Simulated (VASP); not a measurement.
Set up this calculation in VASP 6.6.1, as the native input.

```
Task                   : band structure
Functional             : RPBE
Potentials or basis    : VASP PAW PBE potentials, release 64 (C)
Cutoff                 : 460 eV
k mesh                 : 9 × 9 × 9
Occupations            : gaussian, width 0.03 eV
Spin                   : no spin polarisation
Tolerance level        : standard
Purpose                : bands
Route                  : fixed density (ICHARG 11)
Further INCAR settings : ALGO = Normal; EDIFF = 1e-06; NBANDS = 16
```

Crystal: C.

```
C
1.0
     0.00000    1.78337    1.78337
     1.78337    0.00000    1.78337
     1.78337    1.78337    0.00000
C
2
Cartesian
  2.6751 2.6751 2.6751
  1.7834 1.7834 1.7834
```

One way to write it, as run:

POSCAR

```
C
1.0
    0.0000000000      1.7833700000      1.7833700000
    1.7833700000      0.0000000000      1.7833700000
    1.7833700000      1.7833700000      0.0000000000
C
2
Direct
    0.7500000000      0.7500000000      0.7500000000
    0.5000000000      0.5000000000      0.5000000000
```

INCAR.step1

```
SYSTEM = C
  GGA = RP
  ISMEAR = 0
  SIGMA = 0.03
  LWAVE = .FALSE.
  LCHARG = .TRUE.
  NBANDS = 16
  PREC = Accurate
  LASPH = .TRUE.
  LREAL = .FALSE.
  ALGO = Normal
  EDIFF = 1E-6
  NELM = 120
  GGA_COMPAT = .FALSE.
  ENCUT = 460
  EFERMI = MIDGAP
```

KPOINTS.step1

```
Automatic mesh
0
Gamma
  9 9 9
  0 0 0
```

INCAR.step2

```
SYSTEM = C
  GGA = RP
  ISMEAR = 0
  SIGMA = 0.03
  LWAVE = .FALSE.
  LCHARG = .FALSE.
  NBANDS = 16
  PREC = Accurate
  LASPH = .TRUE.
  LREAL = .FALSE.
  ALGO = Normal
  EDIFF = 1E-6
  NELM = 120
  GGA_COMPAT = .FALSE.
  ENCUT = 460
  EFERMI = MIDGAP
  ICHARG = 11
```

KPOINTS.step2

```
path GXWKGLUWLK,UX
12
line-mode
reciprocal
 0.0000000000  0.0000000000  0.0000000000  G
 0.5000000000  0.0000000000  0.5000000000  X

 0.5000000000  0.0000000000  0.5000000000  X
 0.5000000000  0.2500000000  0.7500000000  W

 0.5000000000  0.2500000000  0.7500000000  W
 0.3750000000  0.3750000000  0.7500000000  K

 0.3750000000  0.3750000000  0.7500000000  K
 0.0000000000  0.0000000000  0.0000000000  G

 0.0000000000  0.0000000000  0.0000000000  G
 0.5000000000  0.5000000000  0.5000000000  L

 0.5000000000  0.5000000000  0.5000000000  L
 0.6250000000  0.2500000000  0.6250000000  U

 0.6250000000  0.2500000000  0.6250000000  U
 0.5000000000  0.2500000000  0.7500000000  W

 0.5000000000  0.2500000000  0.7500000000  W
 0.5000000000  0.5000000000  0.5000000000  L

 0.5000000000  0.5000000000  0.5000000000  L
 0.3750000000  0.3750000000  0.7500000000  K

 0.6250000000  0.2500000000  0.6250000000  U
 0.5000000000  0.0000000000  0.5000000000  X
```

Potentials or basis: VASP PAW PBE potentials, release 64 (C).

Command:

```console
$ cat potpaw_PBE.64/C/POTCAR > POTCAR
$ cp INCAR.step1 INCAR
$ cp KPOINTS.step1 KPOINTS
$ mpirun -np 1 vasp_std > vasp.out
$ cp INCAR.step2 INCAR
$ cp KPOINTS.step2 KPOINTS
$ mpirun -np 1 vasp_std > vasp.out
```

Results of the run:

- Band gap on the k mesh: 4.15 eV (least direct gap 5.60 eV)
- Band gap along the path: 4.12 eV (least direct gap 5.60 eV)

Caveat: the log is that of the step along the path at fixed density, whose energy, stress, charges and moments have no meaning.

Wall time 9.6 s on 1 thread of AMD EPYC 9R45 (Zen 5) (shared host), peak memory 0.09 GiB.
